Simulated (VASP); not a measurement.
Wanted: the native input for a VASP 6.6.1 run.

* Task: single point
* Functional: PBEsol
* Potentials or basis: VASP PAW PBE potentials, release 64 (In_d)
* Cutoff: 400 eV
* k mesh: 4 × 4 × 4
* Occupations: gaussian, width 0.1 eV
* Spin: no spin polarisation
* Dipole correction: no
* Further INCAR settings: ALGO = Normal; EDIFF = 1e-06; NBANDS = 12

The structure of In lies in POSCAR:

```
In
1.0
    0.0000000000      5.6281590000      5.6281590000
    5.6281590000      0.0000000000      5.6281590000
    5.6281590000      5.6281590000      0.0000000000
In
1
Direct
    0.0000000000      0.0000000000      0.0000000000
```

One way to write it, as run:

INCAR

```
SYSTEM = In
PREC = Accurate
ENCUT = 400
EDIFF = 1E-6
ISMEAR = 0
SIGMA = 0.1
LREAL = .FALSE.
LASPH = .TRUE.
NELM = 120
ALGO = Normal
ISIF = 2
LWAVE = .FALSE.
LCHARG = .FALSE.
GGA = PS
NBANDS = 12
GGA_COMPAT = .FALSE.
```

KPOINTS

```
Automatic mesh
0
G
  4 4 4
  0 0 0
```

Potentials or basis: VASP PAW PBE potentials, release 64 (In_d).

Launch:

```bash
$ cat potpaw_PBE.64/In_d/POTCAR > POTCAR
$ mpirun -np 1 vasp_std > vasp.out
```

It gave:

| Property | Result |
| --- | --- |
| Pressure | -0.1 GPa |

Caveat: the PAW data sets were made with another functional, which shifts forces and pressure a little.

It took 33 s on 1 thread of Intel(R) Xeon(R) Platinum 8488C (Sapphire Rapids), with other jobs on the host, peak memory 0.34 GiB.
